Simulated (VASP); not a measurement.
Runs of VASP 6.6.1 on Na3LaN2. The structure is that of space group P-4m2 (No. 115), or close to it. The cells are those of the table. 

```tsv
task	cell	k mesh	cutoff (eV)	pressure (GPa)	largest force (eV/Å)
single point	a = 4.460, b = 4.460, c = 5.991 Å, 6 atoms	8 × 8 × 6	520	0.0	0.02
single point	a = 4.445, b = 4.445, c = 6.014 Å, 6 atoms	4 × 4 × 4	520	0.1	0.04
single point	a = 3.619, b = 3.619, c = 7.864 Å, 6 atoms	6 × 6 × 2	520	1.9	(a)
single point	a = 4.445, b = 4.445, c = 6.014 Å, 6 atoms	6 × 6 × 2	520	0.1	0.02
relaxation of cell and atoms	relaxed from a = 4.445, b = 4.445, c = 6.014 Å, 6 atoms	4 × 4 × 4	600	0.1	0.04
relaxation of cell and atoms	relaxed from a = 3.619, b = 3.619, c = 7.864 Å, 6 atoms	6 × 6 × 2	600	0.0	0.04
```

Alike in all rows: level PBE; potentials or basis VASP PAW PBE potentials, release 64 (Na_pv, La, N); no spin polarisation; smearing gaussian 0.1 eV.

Problem. Estimate the missing entries.

Solution. (a) 3.22.

Caveats: some runs use coarse meshes; forces of over 1 eV/Å act on the atoms, so gaps and moduli don't describe the material at rest (some runs); the relaxation stopped at its first step, so nothing moved (some runs).
